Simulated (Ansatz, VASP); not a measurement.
## WS2 in VASP and in Ansatz

```
W S
1.0
     3.14624    0.00000    0.00000
    -1.57312    2.72472   -0.19073
     0.00000   -0.88877   12.69665
W S
2 4
Direct
  0.41411 0.82822 0.24670
  0.58589 0.17178 0.75330
  0.21226 0.42452 0.62920
  0.70693 0.41387 0.12250
  0.29307 0.58613 0.87750
  0.78774 0.57548 0.37080
```

Change from the starting cell: engineering shear strain xz +0.0000, engineering shear strain yz -0.1400.

Alike in both runs: functional PBEsol; k mesh 12 × 12 × 2; occupations gaussian, width 0.05 eV; no spin polarisation.

Ansatz relaxed the structure, and its values are those at the end. VASP's run is a single point on that final structure, the one shown.

|  | VASP | Ansatz |
| --- | --- | --- |
| version | VASP 6.6.1 | Ansatz 0.2.0 |
| potentials or method | VASP PAW PBE potentials, release 64 (W_sv, S), cutoff 520 eV | scalar-relativistic, plane waves, PAW |
| valence electrons in the cell | 52 | 52 |

```tsv
	VASP	Ansatz	Ansatz less VASP
gap on the k mesh at the Fermi level (eV)	1.08	1.07	-0.015
least direct gap on the mesh (eV)	1.87	1.87	-0.003
pressure (GPa)	0.2	0.1	-0.10
rms of the force components (eV/Å)	0.011	0.004	-0.0072
```

VASP's potentials were made for PBE, not for PBEsol, and Ansatz warns of the same on its side. Ansatz's warnings: stress scf threshold loose.

Neither program's run includes spin-orbit coupling.
